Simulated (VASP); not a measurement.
# LuC in VASP: a series of runs

LuC is run at these levels: PBEsol; tasks: single point.

Program: VASP 6.6.1. These are calculated values, not measurements. Logs are shortened: lines on timing, memory, paths and dates and some standing lists are left out, and cuts for length are marked.

## 1. The cell of the first run

Symmetry: Pm-3m, No. 221, cubic system. Conventional cell: a = 3.017 Å, b = 3.017 Å, c = 3.017 Å, α = 90.00°, β = 90.00°, γ = 90.00°. Within 3.4 Å of Lu (site symmetry m-3m) lie 8 C at 2.61 Å and 6 Lu at 3.02 Å. C (site symmetry m-3m) has 8 Lu at 2.61 Å and 6 C at 3.02 Å within 3.4 Å.

## 2. Single point, PBEsol (volume scaled by 1.040)

File INCAR:

```
SYSTEM = LuC
PREC     = Accurate       ! precision mode
ENCUT    = 520            ! plane-wave cutoff, eV
EDIFF    = 1E-7           ! SCF threshold, eV
ISMEAR   = 0              ! smearing method
SIGMA    = 0.05           ! smearing width, eV
LREAL    = .False.        ! projectors in reciprocal space
LASPH    = .True.         ! aspherical terms in the spheres
NELM     = 100            ! most SCF steps
ALGO     = Normal         ! electronic algorithm
ISIF     = 2              ! what is computed and relaxed
LWAVE    = .False.        ! write WAVECAR
LCHARG   = .True.         ! write CHGCAR
GGA      = PS             ! functional
LELF     = .True.         ! ELF
LVHAR    = .True.       
NBANDS   = 22             ! bands
```

File KPOINTS:

```
Automatic mesh
0
Gamma
  10 10 10
  0 0 0
```

File POSCAR:

```
LuC
1.0
    3.0174996544      0.0000000000      0.0000000000
    0.0000000000      3.0174996544      0.0000000000
    0.0000000000      0.0000000000      3.0174996544
Lu C
1 1
Direct
    0.0000000000      0.0000000000      0.0000000000
    0.5000000000      0.5000000000      0.5000000000
```

Potentials or basis: VASP PAW PBE potentials, release 64 (Lu, C).

Command:

```bash
$ cat potpaw_PBE.64/Lu/POTCAR potpaw_PBE.64/C/POTCAR > POTCAR
$ mpirun -np 1 vasp_std > vasp.out
```

OUTCAR:

```text
SYSTEM = LuC
   PREC = Accurate
   ENCUT = 520
   EDIFF = 1E-7
   ISMEAR = 0
   LREAL = .False.
   LASPH = .True.
   NELM = 100
   ISIF = 2
   GGA = PS

 ion  position               nearest neighbor table
   1  0.000  0.000  0.000-   2 2.61   2 2.61   2 2.61   2 2.61   2 2.61   2 2.61   2 2.61   2 2.61

   2  0.500  0.500  0.500-   1 2.61   1 2.61   1 2.61   1 2.61   1 2.61   1 2.61   1 2.61   1 2.61

  LATTYP: Found a simple cubic cell.
 ALAT       =     3.0174996544

  Lattice vectors:

 A1 = (   3.0174996544,   0.0000000000,   0.0000000000)
 A2 = (   0.0000000000,   3.0174996544,   0.0000000000)
 A3 = (   0.0000000000,   0.0000000000,   3.0174996544)

Analysis of symmetry for initial positions (statically):
=====================================================================
 Subroutine PRICEL returns:
 Original cell was already a primitive cell.

 Routine SETGRP: Setting up the symmetry group for a
 simple cubic supercell.

 Subroutine GETGRP returns: Found 48 space group operations
[... 9 lines left out ...]

 Routine SETGRP: Setting up the symmetry group for a
 simple cubic supercell.

 Subroutine GETGRP returns: Found 48 space group operations
[... 11 lines left out ...]
                                     Primitive cell

  volume of cell :      27.4753

  direct lattice vectors                    reciprocal lattice vectors
     3.017499654  0.000000000  0.000000000     0.331400204  0.000000000  0.000000000
     0.000000000  3.017499654  0.000000000     0.000000000  0.331400204  0.000000000
     0.000000000  0.000000000  3.017499654     0.000000000  0.000000000  0.331400204

  length of vectors
     3.017499654  3.017499654  3.017499654     0.331400204  0.331400204  0.331400204

  position of ions in fractional coordinates (direct lattice)
     0.000000000  0.000000000  0.000000000
     0.500000000  0.500000000  0.500000000

  ion indices of the primitive-cell ions
   primitive index   ion index
                 1           1
                 2           2

----------------------------------------------------------------------------------------

 KPOINTS: Automatic mesh

Automatic generation of k-mesh.
 Grid dimensions read from file:
 generate k-points for:   10   10   10

 Generating k-lattice:

  Cartesian coordinates                     Fractional coordinates (reciprocal lattice)
     0.033140020  0.000000000  0.000000000     0.100000000  0.000000000  0.000000000
     0.000000000  0.033140020  0.000000000     0.000000000  0.100000000  0.000000000
[... 55 lines left out ...]
   LASPH  =      T    aspherical Exc in radial PAW
   ENCUT  =  520.0 eV  38.22 Ry    6.18 a.u.   5.61  5.61  5.61*2*pi/ulx,y,z
   NELM   =    100;   NELMIN=  2; NELMDL= -5     # of ELM steps
   EDIFF  = 0.1E-06   stopping-criterion for ELM
   LREAL  =      F    real-space projection
   EDIFFG = 0.1E-05   stopping-criterion for IOM
   NSW    =      0    number of steps for IOM
   IBRION =     -1    ionic relax: 0-MD 1-quasi-New 2-CG
   NFREE  =      0    steps in history (QN), initial steepest desc. (CG)
   ISIF   =      2    stress and relaxation
   ISYM   =      2    0-nonsym 1-usesym 2-fastsym
   POTIM  = 0.5000    time-step for ionic-motion
   TEBEG  =    0.0;   TEEND  =   0.0 temperature during run
   PSTRESS=    0.0 pullay stress
   NELECT =      29.0000    total number of electrons
   NUPDOWN=      -1.0000    fix difference up-down
   EMIN   =  10.00;   EMAX   =-10.00  energy-range for DOS
   EFERMI =   0.00;   METHOD = LEGACY
   ISMEAR =     0;   SIGMA  =   0.05  broadening in eV -4-tet -1-fermi 0-gaus
   EFERMI_NEDOS =   21; number of points for ismear=-14 and -15
   IALGO  =     38    algorithm
   IMIX   =      4    mixing-type and parameters
     AMIX     =   0.40;   BMIX     =  1.00
     AMIX_MAG =   1.60;   BMIX_MAG =  1.00
  volume/ion in A,a.u.               =      13.74        92.71
  Fermi-wavevector in a.u.,A,eV,Ry     =   1.666839  3.149869 37.801768  2.778352
  Thomas-Fermi vector in A             =   2.752965
   LORBIT       =      0    0 simple, 1 ext, 2 COOP (PROOUT), +10 PAW based schemes
   GGA     = PS    functional components
   LHFCALC =     F    Hartree Fock is set to
   AEXX    =    0.0000 exact exchange contribution
   IVDW    =     0    specifies the selected vdW correction
   LEPSILON=     F    determine dielectric tensor
   LRPA    =     F    only Hartree local field effects (RPA)
 non-spin polarized calculation
 Gauss-broadening in eV      SIGMA  =   0.05
  energy-cutoff  :      520.00
  volume of cell :       27.48
 maximum number of plane-waves:       756
 NGX is ok and might be reduce to    24
   NGX = 11   NGY = 11   NGZ = 11

 number of electron      29.0000009 magnetization

 Free energy of the ion-electron system (eV)
  ---------------------------------------------------
  ext. energy  EPLUGINS =         0.00000000
  ---------------------------------------------------
  free energy    TOTEN  =       -13.67490900 eV

  energy without entropy =      -13.67189396  energy(sigma->0) =      -13.67340148

 E-fermi :   4.1294     XC(G=0): -12.7138

 val. band max:        4.1220876458   @ k =   0.5000   0.3000   0.2000
 cond. band min:       4.2121187390   @ k =   0.5000   0.5000   0.0000
 fundamental gap:      0.0900310932
 Fermi energy:         4.1293730416

 k-point     1 :       0.0000    0.0000    0.0000
  band No.  band energies     occupation
      1     -51.5384      2.00000
      2     -21.8354      2.00000
      3     -21.8354      2.00000
      4     -21.8354      2.00000
      5      -7.6457      2.00000
      6      -0.3219      2.00000
[... 589 lines left out ...]
     21      13.2962      0.00000
     22      17.1023      0.00000

 [... further k-points ...]

------------------------ aborting loop because EDIFF is reached ----------------------------------------

  FORCE on cell =-STRESS in cart. coord.  units (eV):
  Direction    XX          YY          ZZ          XY          YZ          ZX
  --------------------------------------------------------------------------------------
  -------------------------------------------------------------------------------------
  Total       -0.7651492     -0.7651492     -0.7651492      0.0000000      0.0000000      0.0000000
  in kB      -44.6185077    -44.6185077    -44.6185077      0.0000000      0.0000000      0.0000000
  external PRESSURE =     -44.6185077 kB  Pullay stress =       0.0000000 kB

 VOLUME and BASIS-vectors are now :
 -----------------------------------------------------------------------------
  energy-cutoff  :      520.00
  volume of cell :       27.48
      direct lattice vectors                 reciprocal lattice vectors
     3.017499654  0.000000000  0.000000000     0.331400204  0.000000000  0.000000000
     0.000000000  3.017499654  0.000000000     0.000000000  0.331400204  0.000000000
     0.000000000  0.000000000  3.017499654     0.000000000  0.000000000  0.331400204

 POSITION                                       TOTAL-FORCE (eV/Angst)
 -----------------------------------------------------------------------------------
      0.00000      0.00000      0.00000         0.000000      0.000000      0.000000
      1.50875      1.50875      1.50875         0.000000      0.000000      0.000000
 -----------------------------------------------------------------------------------
    total drift:                               -0.000000      0.000000      0.000000

  FREE ENERGIE OF THE ION-ELECTRON SYSTEM (eV)
  ---------------------------------------------------
  free  energy   TOTEN  =       -13.6749089987 eV

  energy  without entropy=      -13.6718939583  energy(sigma->0) =      -13.67340148
```

stdout:

```text
POSCAR found type information on POSCAR LuC
 POSCAR found :  2 types and       2 ions
 scaLAPACK will be used
 -----------------------------------------------------------------------------
|                                                                             |
|                                                                             |
|     You enforced a specific xc type in the INCAR file but a different       |
|     I HOPE YOU KNOW WHAT YOU ARE DOING!                                     |
|                                                                             |
 -----------------------------------------------------------------------------

 LDA part: xc-table for (Slater+PW92), standard interpolation
 POSCAR, INCAR and KPOINTS ok, starting setup
 FFT: planning ... GRIDC
 FFT: planning ... GRID_SOFT
 FFT: planning ... GRID
 WAVECAR not read
 entering main loop
```

Run time: 34 s. Hardware: 1 thread of AMD EPYC 7R43 (Zen 3), shared host; peak memory 0.14 GiB.

What came out:

* Free energy: -13.6749 eV
* Pressure: -4.5 GPa

Caveat: the cell differs from its parent crystal (volume scaled by 1.040); the PAW data sets were made with another functional, which shifts forces and pressure a little; spin-orbit coupling is left out, which moves the levels of the heavy elements.

## 3. Single point, PBEsol (atom 1 (Lu) moved 0.08 Å along z)

File INCAR:

```
  ALGO = Normal
  EDIFF = 1E-6
  ENCUT = 520
  GGA = PS
  ISIF = 2
  ISMEAR = 0
  LASPH = T
  LCHARG = F
  LREAL = F
  LWAVE = F
  NBANDS = 22
  NELM = 80
  PREC = Accurate
  SIGMA = 0.05
```

File KPOINTS:

```
k-points
0
Gamma
  10 10 10
```

File POSCAR:

```
LuC
1.0
    2.9783069111      0.0000000000      0.0000000000
    0.0000000000      2.9783069111      0.0000000000
    0.0000000000      0.0000000000      2.9783069111
Lu C
1 1
Direct
    0.0000000000      0.0000000000      0.0268608986
    0.5000000000      0.5000000000      0.5000000000
```

Potentials or basis: VASP PAW PBE potentials, release 64 (Lu, C).

Command:

```bash
$ cat potpaw_PBE.64/Lu/POTCAR potpaw_PBE.64/C/POTCAR > POTCAR
$ mpirun -np 1 vasp_std > vasp.out
```

Run time: 63 s. Hardware: 1 thread of AMD EPYC 7R43 (Zen 3), shared host; peak memory 0.17 GiB.

Results (log left out):

```
Free energy   : -13.6833 eV
Pressure      : 1.0 GPa
Largest force : 0.089 eV/Å
```

Forces on the atoms (eV/Å):
```
Lu   0.000  0.000 -0.089
C    0.000  0.000  0.089
```

Stress tensor (GPa, compression positive):
```
0.90 0.00 0.00
0.00 0.90 0.00
0.00 0.00 1.22
```

Levels at points of the mesh, in eV from the Fermi level:
| k point | band 12 | band 13 | band 14 | band 15 | band 16 | band 17 |
| --- | --- | --- | --- | --- | --- | --- |
| (0.00, 0.00, 0.00) | -4.29 | -0.68 | -0.56 | 1.23 | 1.23 | 1.40 |
| (0.50, 0.00, 0.00) | -4.26 | -4.26 | -0.48 | -0.43 | 0.71 | 7.63 |
| (0.00, 0.00, 0.50) | -4.26 | -4.26 | -0.46 | -0.46 | 0.71 | 7.69 |
| (0.50, 0.50, 0.00) | -4.25 | -1.99 | -1.99 | 0.09 | 1.95 | 4.47 |
| (0.00, 0.50, 0.50) | -4.25 | -2.01 | -1.99 | 0.13 | 1.90 | 4.46 |
| (0.50, 0.50, 0.50) | -4.28 | -4.28 | -4.28 | -3.97 | 8.97 | 8.97 |

Caveat: the cell differs from its parent crystal (atom 1 (Lu) moved 0.08 Å along z); the PAW data sets were made with another functional, which shifts forces and pressure a little; spin-orbit coupling is left out, which moves the levels of the heavy elements.

## 4. Single point, PBEsol

This run uses another cell than the first one, of 13.47 Å³/atom, 0.981 times its volume.

File INCAR:

```
PREC = Accurate ; ENCUT = 520
EDIFF = 1E-6 ; ISMEAR = 0
SIGMA = 0.05 ; LREAL = F
LASPH = T ; NELM = 60
ALGO = Normal ; ISIF = 2
LWAVE = F ; LCHARG = F
GGA = PS ; NBANDS = 22
```

File KPOINTS:

```
Automatic mesh
0
Gamma
  10 10 10
```

File POSCAR:

```
LuC
1.0
    2.9783069111      0.0000000000      0.0000000000
    0.0000000000      3.0378730493      0.0000000000
    0.0000000000      0.0000000000      2.9783069111
Lu C
1 1
Direct
    0.0000000000      0.0000000000      0.0000000000
    0.5000000000      0.5000000000      0.5000000000
```

Command:

```bash
$ cat potpaw_PBE.64/Lu/POTCAR potpaw_PBE.64/C/POTCAR > POTCAR
$ mpirun -np 1 vasp_std > vasp.out
```

Run time: 67 s. Hardware: 1 thread of AMD EPYC 7R43 (Zen 3), shared host; peak memory 0.17 GiB.

It converged, with:

```yaml
Free_energy: -13.6832 eV
Pressure: -2.1 GPa
```

Stress tensor (GPa, compression positive):
```
-2.05  0.00  0.00
 0.00 -2.35  0.00
 0.00  0.00 -2.05
```

Levels at points of the mesh, in eV from the Fermi level:
| k point | band 12 | band 13 | band 14 | band 15 | band 16 | band 17 |
| --- | --- | --- | --- | --- | --- | --- |
| (0.00, 0.00, 0.00) | -4.32 | -0.52 | -0.51 | 1.05 | 1.29 | 1.29 |
| (0.50, 0.00, 0.00) | -4.30 | -4.29 | -0.66 | -0.30 | 0.78 | 7.62 |
| (0.00, 0.50, 0.00) | -4.29 | -4.29 | -0.35 | -0.35 | 0.64 | 7.28 |
| (0.50, 0.50, 0.00) | -4.29 | -2.07 | -1.92 | 0.03 | 2.01 | 4.43 |
| (0.50, 0.00, 0.50) | -4.29 | -1.97 | -1.97 | 0.20 | 1.85 | 4.20 |
| (0.50, 0.50, 0.50) | -4.32 | -4.32 | -4.31 | -4.04 | 8.92 | 9.14 |

Caveat: the PAW data sets were made with another functional, which shifts forces and pressure a little; spin-orbit coupling is left out, which moves the levels of the heavy elements.

## 5. Summary

```tsv
cell	gap on the mesh (eV)	pressure (GPa)
a = 3.017 Å, 2 atoms	none	-4.5
a = 2.978 Å, 2 atoms	none	1.0
a = 2.978, b = 3.038 Å, 2 atoms	none	-2.1
```

Alike in all rows: task single point; level PBEsol; potentials or basis VASP PAW PBE potentials, release 64 (Lu, C); no spin polarisation; k mesh 10 × 10 × 10; cutoff (eV) 520; smearing gaussian 0.05 eV.

Caveats: the PAW data sets were made with another functional, which shifts forces and pressure a little; spin-orbit coupling is left out, which moves the levels of the heavy elements.

Total energies depend on the potentials used, so only differences within one code and one set of settings carry meaning.
